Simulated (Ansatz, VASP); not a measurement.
One calculation of GdH3O3, two programs

The input INCAR:

```
SYSTEM = GdH3O3
  ALGO = Normal
  EDIFF = 1E-6
  ENCUT = 520
  GGA = PE
  GGA_COMPAT = .FALSE.
  ISIF = 2
  ISMEAR = 0
  LASPH = .TRUE.
  LCHARG = .FALSE.
  LDAU = .TRUE.
  LDAUJ = 0 0 0
  LDAUL = 3 -1 -1
  LDAUPRINT = 1
  LDAUTYPE = 2
  LDAUU = 5 0 0
  LMAXMIX = 6
  LNONCOLLINEAR = .TRUE.
  LORBIT = 11
  LORBMOM = .TRUE.
  LREAL = .FALSE.
  LSORBIT = .TRUE.
  LWAVE = .FALSE.
  MAGMOM = 0 0 7 0 0 0 0 0 0 0 0 0 0 0 0 0 0 0 0 0 0
  NBANDS = 56
  NELM = 150
  PREC = Accurate
  SIGMA = 0.01
```

The input KPOINTS:

```
k-points
0
G
  1 1 1
  0 0 0
```

Contents of POSCAR:

```
GdH3O3
1.0
   13.5400000000      0.0000000000      0.0000000000
    0.0000000000     14.2400000000      0.0000000000
    0.0000000000      0.0000000000      9.1400000000
Gd O H
1 3 3
Direct
    0.4440007400      0.4998918500      0.4923413600
    0.5968663200      0.4998918500      0.5007505500
    0.3675679500      0.6257689600      0.5007505500
    0.3675679500      0.3740140400      0.5007505500
    0.6673042800      0.4998918500      0.5076488000
    0.3323486000      0.6837724700      0.5076488000
    0.3323486000      0.3160112400      0.5076488000
```

Input for Ansatz:

```yaml
crystal:
  lattice:
    - [13.54, 0.0, 0.0]
    - [0.0, 14.24, 0.0]
    - [0.0, 0.0, 9.14]
  atoms:
    - { symbol: Gd, position: [0.44400074, 0.49989185, 0.49234136], spin: 7.0, spin_axis: [0.0, 0.0, 1.0] }
    - { symbol: O, position: [0.59686632, 0.49989185, 0.50075055] }
    - { symbol: H, position: [0.66730428, 0.49989185, 0.5076488] }
    - { symbol: O, position: [0.36756795, 0.62576896, 0.50075055] }
    - { symbol: H, position: [0.3323486, 0.68377247, 0.5076488] }
    - { symbol: O, position: [0.36756795, 0.37401404, 0.50075055] }
    - { symbol: H, position: [0.3323486, 0.31601124, 0.5076488] }
basis:
  ecutwfc: 420
  ecutrho_ratio: 4
kpoints:
  mp_grid: { grid: [1, 1, 1] }
hamiltonian:
  xc: pbe
  hubbard: { sites: [{ species: Gd, l: f, u_eff: 5.0 }] }
scf:
  occupations: { method: gaussian, width: 0.01 }
output:
  forces: true
  eigenvalues: true
  populations: true
  hubbard: { sites: [{ species: Gd, l: f }] }
magnetization:
  noncollinear: true
  spin_orbit: true
```

Alike in both runs: task single point; functional PBE; k mesh 1 × 1 × 1; occupations gaussian, width 0.01 eV; non-collinear spin, spin-orbit coupling; Hubbard terms Gd f U = 5.0 eV.

```csv
,VASP,Ansatz
version,VASP 6.6.1,Ansatz 0.2.0
potentials or method,"VASP PAW PBE potentials, release 64 (Gd, O, H), cutoff 520 eV","plane waves, PAW"
valence electrons in the cell,39,39
```

Ansatz gave:

- rms of the force components (eV/Å): 0.172
- net moment per atom (μB): 0.99

Question: Which values does VASP return?

Answer: rms of the force components (eV/Å): 0.218; net moment per atom (μB): 0.99.

The programs project onto different local orbitals, so the same U acts differently, and such runs can settle in different states. Ansatz's warnings: structure snapped to symmetry.
